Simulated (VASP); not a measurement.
# PbO2 (Plattnerite) (P4_2/mnm) in VASP: relaxation of cell and atoms with PBE

Aim: the relaxation of cell and atoms of PbO2 (Plattnerite) with PBE.

All numbers are computed with VASP 6.6.1; they aren't measurements. Logs are shortened: lines on timing, memory, paths and dates and some standing lists are left out, and cuts for length are marked.

### 1 The cell of the first run

Symmetry: P4_2/mnm, No. 136, tetragonal system. Conventional cell: a = 5.081 Å, b = 5.081 Å, c = 3.443 Å, α = 90.00°, β = 90.00°, γ = 90.00°. Pb (site symmetry mmm) has 6 O at 2.21 Å within 2.9 Å. Within 2.9 Å of O (site symmetry m2m) lie 3 Pb at 2.21 Å and 1 O at 2.76 Å.

### 2 Relaxation of cell and atoms, PBE

Input file INCAR:

```
PREC = Accurate
ENCUT = 600
EDIFF = 1E-6
ISMEAR = 0
SIGMA = 0.1
LREAL = F
LASPH = T
NELM = 100
ALGO = Normal
ISIF = 3
LWAVE = F
LCHARG = F
GGA = PE
IBRION = 2
NSW = 100
EDIFFG = -0.005
```

Input file KPOINTS:

```
regular mesh
0
Gamma
  8 8 10
```

Input file POSCAR:

```
PbO2
1.0
    5.0810240466      0.0000000000      0.0000000000
    0.0000000000      5.0810240466      0.0000000000
    0.0000000000      0.0000000000      3.4425601251
Pb O
2 4
Direct
    0.0000000000      0.0000000000      0.0000000000
    0.5000000000      0.5000000000      0.5000000000
    0.3080075539      0.3080075539      0.0000000000
    0.1919924461      0.8080075539      0.5000000000
    0.6919924461      0.6919924461      0.0000000000
    0.8080075539      0.1919924461      0.5000000000
```

Potentials or basis: VASP PAW PBE potentials, release 64 (Pb_d, O).

On the command line:

```console
$ cat potpaw_PBE.64/Pb_d/POTCAR potpaw_PBE.64/O/POTCAR > POTCAR
$ mpirun -np 1 vasp_std > vasp.out
```

OUTCAR:

```text
PREC = Accurate
   ENCUT = 600
   EDIFF = 1E-6
   ISMEAR = 0
   LREAL = F
   LASPH = T
   NELM = 100
   ISIF = 3
   GGA = PE
   IBRION = 2
   NSW = 100
   EDIFFG = -0.005

 ion  position               nearest neighbor table
   1  0.000  0.000  0.000-   4 2.21   6 2.21   4 2.21   6 2.21   5 2.21   3 2.21   2 3.98   2 3.98
                             2 3.98   2 3.98   2 3.98   2 3.98   2 3.98   2 3.98
   2  0.500  0.500  0.500-   3 2.21   5 2.21   3 2.21   5 2.21   4 2.21   6 2.21   1 3.98   1 3.98
                             1 3.98   1 3.98   1 3.98   1 3.98   1 3.98   1 3.98
   3  0.308  0.308  0.000-   2 2.21   2 2.21   1 2.21
   4  0.192  0.808  0.500-   1 2.21   1 2.21   2 2.21
   5  0.692  0.692  0.000-   2 2.21   2 2.21   1 2.21
   6  0.808  0.192  0.500-   1 2.21   1 2.21   2 2.21

  LATTYP: Found a simple tetragonal cell.
 ALAT       =     5.0810240466
 C/A-ratio  =     0.6775327362

  Lattice vectors:

 A1 = (   5.0810240466,   0.0000000000,   0.0000000000)
 A2 = (   0.0000000000,   5.0810240466,   0.0000000000)
 A3 = (   0.0000000000,   0.0000000000,   3.4425601251)

Analysis of symmetry for initial positions (statically):
=====================================================================
 Subroutine PRICEL returns:
 Original cell was already a primitive cell.

 Routine SETGRP: Setting up the symmetry group for a
 simple tetragonal supercell.

 Subroutine GETGRP returns: Found 16 space group operations
 (whereof  8 operations were pure point group operations)
 out of a pool of 16 trial point group operations.

The static configuration has the point symmetry D_2h.
 The point group associated with its full space group is D_4h.

Analysis of symmetry for dynamics (positions and initial velocities):
=====================================================================
 Subroutine PRICEL returns:
 Original cell was already a primitive cell.

 Routine SETGRP: Setting up the symmetry group for a
 simple tetragonal supercell.

 Subroutine GETGRP returns: Found 16 space group operations
 (whereof  8 operations were pure point group operations)
 out of a pool of 16 trial point group operations.

The dynamic configuration has the point symmetry D_2h.
 The point group associated with its full space group is D_4h.

 Subroutine INISYM returns: Found 16 space group operations
 (whereof  8 operations are pure point group operations),
 and found     1 'primitive' translations

[... 104 lines left out ...]
   EDIFFG = -.5E-02   stopping-criterion for IOM
   NSW    =    100    number of steps for IOM
   IBRION =      2    ionic relax: 0-MD 1-quasi-New 2-CG
   NFREE  =      1    steps in history (QN), initial steepest desc. (CG)
   ISIF   =      3    stress and relaxation
   ISYM   =      2    0-nonsym 1-usesym 2-fastsym
   POTIM  = 0.5000    time-step for ionic-motion
   TEBEG  =    0.0;   TEEND  =   0.0 temperature during run
   PSTRESS=    0.0 pullay stress
   NELECT =      52.0000    total number of electrons
   NUPDOWN=      -1.0000    fix difference up-down
   EMIN   =  10.00;   EMAX   =-10.00  energy-range for DOS
   EFERMI =   0.00;   METHOD = LEGACY
   ISMEAR =     0;   SIGMA  =   0.10  broadening in eV -4-tet -1-fermi 0-gaus
   EFERMI_NEDOS =   21; number of points for ismear=-14 and -15
   IALGO  =     38    algorithm
   IMIX   =      4    mixing-type and parameters
     AMIX     =   0.40;   BMIX     =  1.00
     AMIX_MAG =   1.60;   BMIX_MAG =  1.00
  volume/ion in A,a.u.               =      14.81        99.96
  Fermi-wavevector in a.u.,A,eV,Ry     =   1.369245  2.587498 25.508648  1.874833
  Thomas-Fermi vector in A             =   2.495138
   LORBIT       =      0    0 simple, 1 ext, 2 COOP (PROOUT), +10 PAW based schemes
   GGA     = PE    functional components
   LHFCALC =     F    Hartree Fock is set to
   AEXX    =    0.0000 exact exchange contribution
   IVDW    =     0    specifies the selected vdW correction
   LEPSILON=     F    determine dielectric tensor
   LRPA    =     F    only Hartree local field effects (RPA)
 conjugate gradient relaxation of ions
 non-spin polarized calculation
 Gauss-broadening in eV      SIGMA  =   0.10
  energy-cutoff  :      600.00
  volume of cell :       88.88
 maximum number of plane-waves:      2998
 NGX is ok and might be reduce to    42
   NGX = 21   NGY = 21   NGZ = 13

--------------------------------------- Ionic step        1  -------------------------------------------

 number of electron      51.9999979 magnetization

 Free energy of the ion-electron system (eV)
  ---------------------------------------------------
  ext. energy  EPLUGINS =         0.00000000
  ---------------------------------------------------
  free energy    TOTEN  =       -31.87700859 eV

  energy without entropy =      -31.87390914  energy(sigma->0) =      -31.87545887

------------------------ aborting loop because EDIFF is reached ----------------------------------------

  FORCE on cell =-STRESS in cart. coord.  units (eV):
  Direction    XX          YY          ZZ          XY          YZ          ZX
  --------------------------------------------------------------------------------------
  -------------------------------------------------------------------------------------
  Total        0.0501717      0.0501717      0.1637973     -0.0000000      0.0000000      0.0000000
  in kB        0.9044509      0.9044509      2.9527946     -0.0000000      0.0000000      0.0000000
  external PRESSURE =       1.5872322 kB  Pullay stress =       0.0000000 kB
[... 107 lines left out ...]
--------------------------------------- Ionic step        4  -------------------------------------------

 number of electron      51.9999980 magnetization

 Free energy of the ion-electron system (eV)
  ---------------------------------------------------
  ext. energy  EPLUGINS =         0.00000000
  ---------------------------------------------------
  free energy    TOTEN  =       -31.87712818 eV

  energy without entropy =      -31.87395571  energy(sigma->0) =      -31.87554195

 E-fermi :   3.7389     XC(G=0): -10.3673

 val. band max:        3.7105892308   @ k =   0.1250   0.1250   0.0000
 cond. band min:       3.7537109969   @ k =   0.0000   0.0000   0.1000
 fundamental gap:      0.0431217661
 Fermi energy:         3.7389294573

 k-point     1 :       0.0000    0.0000    0.0000
  band No.  band energies     occupation
      1     -14.2534      2.00000
      2     -14.2154      2.00000
      3     -12.6621      2.00000
      4     -12.6621      2.00000
      5     -11.7804      2.00000
      6     -11.6312      2.00000
[... 805 lines left out ...]
     30      10.3761      0.00000
     31      12.8434      0.00000

 [... further k-points ...]
[... 5 lines left out ...]
  --------------------------------------------------------------------------------------
  -------------------------------------------------------------------------------------
  Total       -0.0162823     -0.0162823      0.0198897      0.0000000      0.0000000      0.0000000
  in kB       -0.2931840     -0.2931840      0.3581408      0.0000000      0.0000000      0.0000000
  external PRESSURE =      -0.0760757 kB  Pullay stress =       0.0000000 kB
[... 21 lines left out ...]
  FREE ENERGIE OF THE ION-ELECTRON SYSTEM (eV)
  ---------------------------------------------------
  free  energy   TOTEN  =       -31.8771281768 eV

  energy  without entropy=      -31.8739557136  energy(sigma->0) =      -31.87554195

 reached required accuracy - stopping structural energy minimisation
```

It took 17 min on 1 thread of Oxide Virtual Turin-like, shared host; peak memory 0.36 GiB.

What came out:

```yaml
Free_energy: -31.8771 eV
Relaxed_volume: 14.83 Å³/atom
Relaxed_cell: a = 5.081 Å, b = 5.081 Å, c = 3.446 Å, α = 90.00°, β = 90.00°, γ = 90.00°
Space_group_after_relaxing_to_0.05_Å: P4_2/mnm (No. 136)
Energy_gained_by_relaxing: 0.0 meV/atom
Ionic_steps: 4
Pressure_after_relaxing: 0.0 GPa
```

Step by step:
```csv
step,energy change (eV),largest force (eV/Å),pressure (GPa),volume (Å³)
1,0.0000,0.0153,0.16,88.88
2,-0.0001,0.0001,-0.12,89.06
3,-0.0001,0.0047,-0.04,89.00
4,-0.0001,0.0013,-0.01,88.98
```

Final structure:
```xyz
6
Lattice="5.0812 0.0000 0.0000 0.0000 5.0812 0.0000 0.0000 0.0000 3.4463" Properties=species:S:1:pos:R:3 pbc="T T T"
Pb    5.0812    5.0812    3.4463
Pb    2.5406    2.5406    1.7231
O     1.5645    1.5645    3.4463
O     0.9761    4.1051    1.7231
O     3.5167    3.5167    0.0000
O     4.1051    0.9761    1.7231
```

Caveat: spin-orbit coupling is left out, which moves the levels of the heavy elements.
